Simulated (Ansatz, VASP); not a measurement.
**VCd2: VASP beside Ansatz**

```
V Cd
1.0
     0.00000    3.30608    3.30608
     3.30608    0.00000    3.30608
     3.30608    3.30608    0.00000
V Cd
1 2
Direct
  0.00000 0.00000 0.00000
  0.25000 0.25000 0.25000
  0.75000 0.75000 0.75000
```

Alike in both runs: functional PBE; k mesh 6 × 6 × 6; occupations gaussian, width 0.1 eV; collinear spin.

Ansatz relaxed the structure, and its values are those at the end. VASP's run is a single point on that final structure, the one shown.

|  | VASP | Ansatz |
| --- | --- | --- |
| version | VASP 6.6.1 | Ansatz 0.2.0 |
| potentials or method | VASP PAW PBE potentials, release 64 (V_sv, Cd), cutoff 520 eV | scalar-relativistic, plane waves, PAW |
| valence electrons in the cell | 37 | 53 |

|  | VASP | Ansatz | Ansatz less VASP |
| --- | --- | --- | --- |
| gap on the k mesh at the Fermi level (eV) | none | none | - |
| pressure (GPa) | 0.4 | 0.2 | -0.25 |
| net moment per atom (μB) | 1.20 | 1.20 | +0.002 |
| size of the moment on the site where the two differ most (μB) | 2.80 | 2.82 | +0.024 |

Site moments also hang on the region over which each program counts them. A gap of «none» marks a metal or a gap that the smearing closes. The functional is the same, so the differences come from potentials, cutoffs and numerics. VASP's potentials hold 37 valence electrons a cell and Ansatz's 53, so a difference there can come from the potentials and not from the codes.
